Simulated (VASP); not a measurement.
# Tl in VASP: further runs

Tl is run at these levels: LDA; tasks: electric field gradients.

Everything below comes from runs of VASP 6.6.1. Logs are shortened: lines on timing, memory, paths and dates and some standing lists are left out, and cuts for length are marked.

## (1) The cell of the first run

The typed cell holds 2 atoms: a = 3.456 Å, b = 3.426 Å, c = 5.526 Å, α = 89.57°, β = 88.85°, γ = 119.13°.

## (2) Electric field gradients, LDA (equal xy, yz and zx shear strains of +2 %)

INCAR

```
SYSTEM = Tl
PREC = Accurate
ENCUT = 400
EDIFF = 1E-8
ISMEAR = -1
SIGMA = 0.05
LREAL = .False.
LASPH = .True.
NELM = 120
ALGO = Normal
ISIF = 2
LWAVE = .False.
LCHARG = .False.
GGA = CA
LEFG = .True.
NBANDS = 20
GGA_COMPAT = .False.
```

KPOINTS

```
Automatic mesh
0
Gamma
  11 11 6
  0 0 0
```

POSCAR

```
Tl
1.0
    3.4559983565      0.0345599836      0.0345599836
   -1.6980693546      2.9757023804      0.0126498319
    0.0552500000      0.0552500000      5.5250000000
Tl
2
Direct
    0.3333333333      0.6666666667      0.2500000000
    0.6666666667      0.3333333333      0.7500000000
```

Potentials or basis: VASP PAW LDA potentials, release 64 (Tl_d).

The run is started by

```console
cat potpaw_LDA.64/Tl_d/POTCAR > POTCAR
mpirun -np 1 vasp_std > vasp.out
```

OUTCAR:

```text
SYSTEM = Tl
   PREC = Accurate
   ENCUT = 400
   EDIFF = 1E-8
   ISMEAR = -1
   LREAL = .False.
   LASPH = .True.
   NELM = 120
   ISIF = 2
   GGA = CA

 ion  position               nearest neighbor table
   1  0.333  0.667  0.250-   2 3.37   2 3.38   2 3.39   2 3.41   2 3.44   2 3.46
   2  0.667  0.333  0.750-   1 3.37   1 3.38   1 3.39   1 3.41   1 3.44   1 3.46

  LATTYP: Found a triclinic cell.
 ALAT       =     3.4862906710
 B/A-ratio  =     0.9827452114
 C/A-ratio  =     1.5849374002
 COS(alpha) =     0.0074204947
 COS(beta)  =     0.0272158148
 COS(gamma) =     0.5000757388

  Lattice vectors:

 A1 = (   1.7579290019,   3.0102623640,   0.0472098155)
 A2 = (  -1.6980693546,   2.9757023804,   0.0126498319)
 A3 = (   0.0552500000,   0.0552500000,   5.5250000000)

Analysis of symmetry for initial positions (statically):
=====================================================================
 Subroutine PRICEL returns:
 Original cell was already a primitive cell.

 Routine SETGRP: Setting up the symmetry group for a
 triclinic supercell.

 Subroutine GETGRP returns: Found  2 space group operations
 (whereof  2 operations were pure point group operations)
 out of a pool of  2 trial point group operations.

The static configuration has the point symmetry S_2 .

Analysis of symmetry for dynamics (positions and initial velocities):
=====================================================================
 Subroutine PRICEL returns:
 Original cell was already a primitive cell.

 Routine SETGRP: Setting up the symmetry group for a
 triclinic supercell.

 Subroutine GETGRP returns: Found  2 space group operations
 (whereof  2 operations were pure point group operations)
 out of a pool of  2 trial point group operations.

The dynamic configuration has the point symmetry S_2 .

 Subroutine INISYM returns: Found  2 space group operations
 (whereof  2 operations are pure point group operations),
 and found     1 'primitive' translations

----------------------------------------------------------------------------------------

                                     Primitive cell

  volume of cell :      57.1321

  direct lattice vectors                    reciprocal lattice vectors
     3.455998356  0.034559984  0.034559984     0.287754936  0.164225098 -0.004519800
    -1.698069355  2.975702380  0.012649832    -0.003308723  0.334181072 -0.003308723
     0.055250000  0.055250000  5.525000000    -0.001792389 -0.001792389  0.181031323

  length of vectors
     3.456343939  3.426135463  5.525552472     0.331350592  0.334213831  0.181049068

  position of ions in fractional coordinates (direct lattice)
     0.333333333  0.666666667  0.250000000
     0.666666667  0.333333333  0.750000000

  ion indices of the primitive-cell ions
   primitive index   ion index
                 1           1
                 2           2

----------------------------------------------------------------------------------------

 KPOINTS: Automatic mesh

Automatic generation of k-mesh.
 Grid dimensions read from file:
 generate k-points for:   11   11    6

 Generating k-lattice:

  Cartesian coordinates                     Fractional coordinates (reciprocal lattice)
     0.026159540  0.014929554 -0.000410891     0.090909091 -0.000000000  0.000000000
    -0.000300793  0.030380097 -0.000300793    -0.000000000  0.090909091  0.000000000
    -0.000298732 -0.000298732  0.030171887     0.000000000 -0.000000000  0.166666667

  Length of vectors
     0.030122781  0.030383076  0.030174845

  Shift w.r.t. Gamma in fractional coordinates (k-lattice)
     0.000000000  0.000000000  0.000000000

 Subroutine IBZKPT returns following result:
 ===========================================

 Found    364 irreducible k-points:

 Following reciprocal coordinates:
            Coordinates               Weight
  0.000000  0.000000  0.000000      1.000000
  0.090909 -0.000000  0.000000      2.000000
  0.181818 -0.000000  0.000000      2.000000
  0.272727 -0.000000  0.000000      2.000000
  0.363636 -0.000000  0.000000      2.000000
  0.454545 -0.000000 -0.000000      2.000000
[... 16 lines left out ...]
  0.454545  0.181818  0.000000      2.000000
 -0.454545  0.181818  0.000000      2.000000
 [... further k-points ...]
   k-points           NKPTS =    364   k-points in BZ     NKDIM =    364   number of bands    NBANDS=     20
   number of dos      NEDOS =    301   number of ions     NIONS =      2
   total plane-waves  NPLWV =  20736
   dimension x,y,z NGX =    24 NGY =   24 NGZ =   36
   dimension x,y,z NGXF=    48 NGYF=   48 NGZF=   72
   ions per type =               2
   NGX,Y,Z   is equivalent  to a cutoff of  11.54, 11.65, 10.83 a.u.
   NGXF,Y,Z  is equivalent  to a cutoff of  23.09, 23.29, 21.66 a.u.
 SYSTEM =  Tl
   PREC   = accura    normal or accurate (medium, high low for compatibility)
   ISTART =      0    job   : 0-new  1-cont  2-samecut
   ICHARG =      2    charge: 1-file 2-atom 10-const
   ISPIN  =      1    spin polarized calculation?
   LNONCOLLINEAR =      F non collinear calculations
   LSORBIT =      F    spin-orbit coupling
   LASPH  =      T    aspherical Exc in radial PAW
   ENCUT  =  400.0 eV  29.40 Ry    5.42 a.u.   5.64  5.59  9.01*2*pi/ulx,y,z
   NELM   =    120;   NELMIN=  2; NELMDL= -5     # of ELM steps
   EDIFF  = 0.1E-07   stopping-criterion for ELM
   LREAL  =      F    real-space projection
   EDIFFG = 0.1E-06   stopping-criterion for IOM
   NSW    =      0    number of steps for IOM
   IBRION =     -1    ionic relax: 0-MD 1-quasi-New 2-CG
   NFREE  =      0    steps in history (QN), initial steepest desc. (CG)
   ISIF   =      2    stress and relaxation
   ISYM   =      2    0-nonsym 1-usesym 2-fastsym
   POTIM  = 0.5000    time-step for ionic-motion
   TEBEG  =    0.0;   TEEND  =   0.0 temperature during run
   PSTRESS=    0.0 pullay stress
   NELECT =      26.0000    total number of electrons
   NUPDOWN=      -1.0000    fix difference up-down
   EMIN   =  10.00;   EMAX   =-10.00  energy-range for DOS
   EFERMI =   0.00;   METHOD = LEGACY
   ISMEAR =    -1;   SIGMA  =   0.05  broadening in eV -4-tet -1-fermi 0-gaus
   EFERMI_NEDOS =   21; number of points for ismear=-14 and -15
   IALGO  =     38    algorithm
   IMIX   =      4    mixing-type and parameters
     AMIX     =   0.40;   BMIX     =  1.00
     AMIX_MAG =   1.60;   BMIX_MAG =  1.00
  volume/ion in A,a.u.               =      28.57       192.77
  Fermi-wavevector in a.u.,A,eV,Ry     =   1.259232  2.379604 21.574287  1.585665
  Thomas-Fermi vector in A             =   2.392802
   LORBIT       =      0    0 simple, 1 ext, 2 COOP (PROOUT), +10 PAW based schemes
   GGA     = CA    functional components
   LHFCALC =     F    Hartree Fock is set to
   AEXX    =    0.0000 exact exchange contribution
   IVDW    =     0    specifies the selected vdW correction
   LEPSILON=     F    determine dielectric tensor
   LRPA    =     F    only Hartree local field effects (RPA)
 non-spin polarized calculation
  energy-cutoff  :      400.00
  volume of cell :       57.13
 maximum number of plane-waves:      1052
   NGX = 11   NGY = 11   NGZ = 19

 number of electron      26.0000002 magnetization

 Free energy of the ion-electron system (eV)
  ---------------------------------------------------
  ext. energy  EPLUGINS =         0.00000000
  ---------------------------------------------------
  free energy    TOTEN  =        -5.86514816 eV

  energy without entropy =       -5.85681216  energy(sigma->0) =       -5.86098016

 E-fermi :   6.2611     XC(G=0): -10.5095

 val. band max:        6.2586296915   @ k =   0.3636   0.3636   0.3333
 cond. band min:       6.2680490746   @ k =   0.4545  -0.3636   0.3333
 fundamental gap:      0.0094193831
 Fermi energy:         6.2611259270

 k-point     1 :       0.0000    0.0000    0.0000
  band No.  band energies     occupation
      1      -5.4654      2.00000
      2      -5.2375      2.00000
      3      -5.2360      2.00000
      4      -5.1834      2.00000
      5      -5.1811      2.00000
      6      -5.1325      2.00000
[... 12 lines left out ...]
     19      17.1690      0.00000
     20      17.2469      0.00000

 k-point     2 :       0.0909   -0.0000    0.0000
  band No.  band energies     occupation
      1      -5.4421      2.00000
      2      -5.2763      2.00000
      3      -5.1949      2.00000
      4      -5.1728      2.00000
      5      -5.1512      2.00000
      6      -5.1079      2.00000
[... 498 lines left out ...]
 k-point    24 :      -0.4545    0.1818    0.0000
  band No.  band energies     occupation
      1      -5.4154      2.00000
      2      -5.3921      2.00000
      3      -5.2826      2.00000
      4      -5.2214      2.00000
      5      -5.0654      2.00000
      6      -5.0213      2.00000
[... 12 lines left out ...]
     19      14.5443      0.00000
     20      18.2693      0.00000

 [... further k-points ...]
[... 5 lines left out ...]
  --------------------------------------------------------------------------------------
  -------------------------------------------------------------------------------------
  Total       -0.6021111     -0.6317044     -0.6505526     -0.0265749     -0.0232010     -0.0125717
  in kB      -16.8852193    -17.7151131    -18.2436811     -0.7452481     -0.6506338     -0.3525527
  external PRESSURE =     -17.6146712 kB  Pullay stress =       0.0000000 kB

 VOLUME and BASIS-vectors are now :
 -----------------------------------------------------------------------------
  energy-cutoff  :      400.00
  volume of cell :       57.13
      direct lattice vectors                 reciprocal lattice vectors
     3.455998356  0.034559984  0.034559984     0.287754936  0.164225098 -0.004519800
    -1.698069355  2.975702380  0.012649832    -0.003308723  0.334181072 -0.003308723
     0.055250000  0.055250000  5.525000000    -0.001792389 -0.001792389  0.181031323

 POSITION                                       TOTAL-FORCE (eV/Angst)
 -----------------------------------------------------------------------------------
      0.03377      2.00913      1.40120        -0.015340     -0.001047      0.001045
      1.77941      1.05638      4.17101         0.015340      0.001047     -0.001045
 -----------------------------------------------------------------------------------
    total drift:                               -0.000000      0.000000     -0.000000

  FREE ENERGIE OF THE ION-ELECTRON SYSTEM (eV)
  ---------------------------------------------------
  free  energy   TOTEN  =        -5.8651481601 eV

  energy  without entropy=       -5.8568121627  energy(sigma->0) =       -5.86098016

 Electric field gradients (V/A^2)
---------------------------------------------------------------------
 ion       V_xx      V_yy      V_zz      V_xy      V_xz      V_yz
---------------------------------------------------------------------
   1      11.435    12.049   -23.484     6.348     5.920     6.361
   2      11.435    12.049   -23.484     6.348     5.920     6.361
---------------------------------------------------------------------

 Electric field gradients after diagonalization (V/A^2)
 (convention: |V_zz| > |V_xx| > |V_yy|)
----------------------------------------------------------------------
 ion       V_xx      V_yy      V_zz     asymmetry (V_yy - V_xx)/ V_zz
----------------------------------------------------------------------
   1      19.840     5.387   -25.227       0.573
   2      19.840     5.387   -25.227       0.573
----------------------------------------------------------------------

           NMR quadrupolar parameters

 Cq : quadrupolar parameter    Cq=e*Q*V_zz/h
 eta: asymmetry parameters     (V_yy - V_xx)/ V_zz
 Q  : nuclear electric quadrupole moment in mb (millibarn)
----------------------------------------------------------------------
 ion       Cq(MHz)       eta       Q (mb)
----------------------------------------------------------------------
   1      -0.061       0.573       1.000
   2      -0.061       0.573       1.000
----------------------------------------------------------------------
```

It took 3 min on 1 thread of Intel Xeon 8259CL, shared host; peak memory 0.28 GiB.

What came out:

```yaml
Free_energy: -5.8651 eV
Pressure: -1.8 GPa
Largest_force: 0.015 eV/Å
Band_gap_on_the_k_mesh: zero (bands 13 and 14 overlap by 5.61 eV)
Largest_electric_field_gradient_by_atom: Tl -25.2 V/Å²
```

Forces on the atoms (eV/Å):
```
Tl  -0.015 -0.001  0.001
Tl   0.015  0.001 -0.001
```

Levels at points of the mesh, in eV from the Fermi level:
```
           k point  band 9  band 10  band 11  band 12  band 13  band 14  band 15  band 16  band 17  band 18
(0.00, 0.00, 0.00)  -11.01   -11.00   -10.04    -5.09    -2.82     7.81     8.09     9.85    10.17    10.40
(0.00, 0.00, 0.50)  -11.10   -11.09    -8.60    -8.60     3.38     3.38     8.60     8.82     9.04     9.21
```

Electric field gradients, principal values (V/Å²):
```tsv
atom	least	middle	greatest (by size)
1 Tl	5.387	19.840	-25.227
2 Tl	5.387	19.840	-25.227
```

Caveat: the cell differs from its parent crystal (equal xy, yz and zx shear strains of +2 %); without QUAD_EFG the Cq values of the log hold for a quadrupole moment of 1 mb, not for the nuclei; spin-orbit coupling is left out, which moves the levels of the heavy elements.

## (3) Electric field gradients, LDA

INCAR

```
PREC = Accurate
ENCUT = 520
EDIFF = 1E-8
ISMEAR = -1
SIGMA = 0.05
LREAL = False
LASPH = True
NELM = 100
ALGO = Normal
ISIF = 2
LWAVE = False
LCHARG = False
GGA = CA
LEFG = True
NBANDS = 20
```

KPOINTS

```
Automatic mesh
0
Gamma
  11 11 6
```

POSCAR

```
Tl
1.0
    3.4559983565      0.0000000000      0.0000000000
   -1.7279991783      2.9929823722      0.0000000000
    0.0000000000      0.0000000000      5.5250000000
Tl
2
Direct
    0.3333333333      0.6666666667      0.2500000000
    0.6666666667      0.3333333333      0.7500000000
```

Potentials or basis: VASP PAW LDA potentials, release 64 (Tl_d).

The run is started by

```console
cat potpaw_LDA.64/Tl_d/POTCAR > POTCAR
mpirun -np 1 vasp_std > vasp.out
```

OUTCAR:

```text
PREC = Accurate
   ENCUT = 520
   EDIFF = 1E-8
   ISMEAR = -1
   LREAL = False
   LASPH = True
   NELM = 100
   ISIF = 2
   GGA = CA

 ion  position               nearest neighbor table
   1  0.333  0.667  0.250-   2 3.41   2 3.41   2 3.41   2 3.41   2 3.41   2 3.41
   2  0.667  0.333  0.750-   1 3.41   1 3.41   1 3.41   1 3.41   1 3.41   1 3.41

  LATTYP: Found a hexagonal cell.
 ALAT       =     3.4559983565
 C/A-ratio  =     1.5986697417

  Lattice vectors:

 A1 = (   3.4559983565,   0.0000000000,   0.0000000000)
 A2 = (  -1.7279991783,   2.9929823722,   0.0000000000)
 A3 = (   0.0000000000,   0.0000000000,   5.5250000000)

Analysis of symmetry for initial positions (statically):
=====================================================================
 Subroutine PRICEL returns:
 Original cell was already a primitive cell.

 Routine SETGRP: Setting up the symmetry group for a
[... 743 lines left out ...]
  energy-cutoff  :      520.00
  volume of cell :       57.15
      direct lattice vectors                 reciprocal lattice vectors
     3.455998356  0.000000000  0.000000000     0.289351989  0.167057449  0.000000000
    -1.727999178  2.992982372  0.000000000     0.000000000  0.334114898  0.000000000
     0.000000000  0.000000000  5.525000000     0.000000000  0.000000000  0.180995475

 POSITION                                       TOTAL-FORCE (eV/Angst)
 -----------------------------------------------------------------------------------
     -0.00000      1.99532      1.38125        -0.000000      0.000000      0.000000
      1.72800      0.99766      4.14375         0.000000     -0.000000      0.000000
 -----------------------------------------------------------------------------------
    total drift:                                0.000000     -0.000000      0.000000

  FREE ENERGIE OF THE ION-ELECTRON SYSTEM (eV)
  ---------------------------------------------------
  free  energy   TOTEN  =        -5.8651513255 eV

  energy  without entropy=       -5.8556968096  energy(sigma->0) =       -5.86042407

 Electric field gradients (V/A^2)
---------------------------------------------------------------------
 ion       V_xx      V_yy      V_zz      V_xy      V_xz      V_yz
---------------------------------------------------------------------
   1      11.518    11.518   -23.036    -0.000     0.000    -0.000
   2      11.518    11.518   -23.036    -0.000    -0.000     0.000
---------------------------------------------------------------------

 Electric field gradients after diagonalization (V/A^2)
 (convention: |V_zz| > |V_xx| > |V_yy|)
----------------------------------------------------------------------
 ion       V_xx      V_yy      V_zz     asymmetry (V_yy - V_xx)/ V_zz
----------------------------------------------------------------------
   1      11.518    11.518   -23.036       0.000
   2      11.518    11.518   -23.036       0.000
----------------------------------------------------------------------

           NMR quadrupolar parameters

 Cq : quadrupolar parameter    Cq=e*Q*V_zz/h
 eta: asymmetry parameters     (V_yy - V_xx)/ V_zz
 Q  : nuclear electric quadrupole moment in mb (millibarn)
----------------------------------------------------------------------
 ion       Cq(MHz)       eta       Q (mb)
----------------------------------------------------------------------
   1      -0.056       0.000       1.000
   2      -0.056       0.000       1.000
----------------------------------------------------------------------
```

It took 46 s on 1 thread of Intel Xeon Platinum 8259CL at 2.50GHz (Skylake/Cascade Lake), shared host; peak memory 0.19 GiB.

Results:

```yaml
Free_energy: -5.8652 eV
Pressure: -1.7 GPa
Band_gap_on_the_k_mesh: zero (bands 13 and 14 overlap by 5.64 eV)
Largest_electric_field_gradient_by_atom: Tl -23.0 V/Å²
```

Electric field gradients, principal values (V/Å²):
```
atom   least  middle  greatest (by size)
1 Tl  11.518  11.518             -23.036
2 Tl  11.518  11.518             -23.036
```

Caveat: without QUAD_EFG the Cq values of the log hold for a quadrupole moment of 1 mb, not for the nuclei; spin-orbit coupling is left out, which moves the levels of the heavy elements.

The gap in the log of VASP goes by the Fermi energy; the results here count the filled bands.